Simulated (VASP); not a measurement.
Crystal: TlBr (CsCl type).

```
CELL_PARAMETERS angstrom
3.28400 0.00000 0.00000
0.00000 3.28400 0.00000
0.00000 0.00000 3.28400
ATOMIC_POSITIONS crystal
Tl 0.00000 0.00000 0.00000
Br 0.50000 0.50000 0.50000
```

- Program: VASP 6.6.1
- Task: relaxation of cell and atoms
- Functional: PBE
- Potentials or basis: VASP PAW PBE potentials, release 64 (Tl_d, Br)
- Cutoff: 600 eV
- k mesh: 12 × 12 × 12
- Occupations: fermi-dirac, width 0.08 eV
- Spin: no spin polarisation

At the start: pressure 60.0 GPa; volume 17.71 Å³/atom.

Task: How do energy, volume and symmetry change on relaxing?

Result: Over 22 steps the energy falls by 1584.3 meV/atom and the volume is 33.13 Å³/atom (+87.1 %); space group Pm-3m (No. 221, to 0.1 Å) before and after.

The path:
| step | energy change (eV) | largest force (eV/Å) | pressure (GPa) | volume (Å³) |
| --- | --- | --- | --- | --- |
| 1 | 0.0000 | 0.0000 | 60.04 | 35.42 |
| 2 | -3.0156 | 0.0000 | -2.62 | 81.48 |
| 3 | -3.1484 | 0.0000 | 1.64 | 62.02 |
| 4 | -3.1661 | 0.0000 | -0.48 | 67.90 |
| 5 | -3.1686 | 0.0000 | -0.04 | 66.43 |
| 6 | -3.1683 | 0.0000 | 0.20 | 65.68 |
| 7 | -3.1683 | 0.0000 | 0.20 | 65.68 |
| 8 | -3.1683 | 0.0000 | 0.19 | 65.69 |
| 9 | -3.1683 | 0.0000 | 0.19 | 65.69 |
| 10 | -3.1683 | 0.0000 | 0.19 | 65.69 |
| 11 | -3.1683 | 0.0000 | 0.19 | 65.69 |
| 12 | -3.1683 | 0.0000 | 0.19 | 65.69 |
| 13 | -3.1683 | 0.0000 | 0.19 | 65.69 |
| 14 | -3.1683 | 0.0000 | 0.19 | 65.69 |
| 15 | -3.1683 | 0.0000 | 0.20 | 65.69 |
| 16 | -3.1683 | 0.0000 | 0.21 | 65.70 |
| 17 | -3.1683 | 0.0000 | 0.18 | 65.71 |
| 18 | -3.1683 | 0.0000 | 0.18 | 65.72 |
| 19 | -3.1684 | 0.0000 | 0.17 | 65.76 |
| 20 | -3.1684 | 0.0000 | 0.13 | 65.83 |
| 21 | -3.1685 | 0.0000 | 0.08 | 65.97 |
| 22 | -3.1686 | 0.0000 | 0.00 | 66.26 |

Final structure:
```yaml
crystal:
  lattice:
    - [4.04656, 0.00000, 0.00000]
    - [0.00000, 4.04656, 0.00000]
    - [0.00000, 0.00000, 4.04656]
  atoms:
    - { symbol: Tl, position: [0.00000, 0.00000, 0.00000] }
    - { symbol: Br, position: [0.50000, 0.50000, 0.50000] }
```

Caveat: the volume moved by over 15 % at a fixed basis, so the end points are rough.
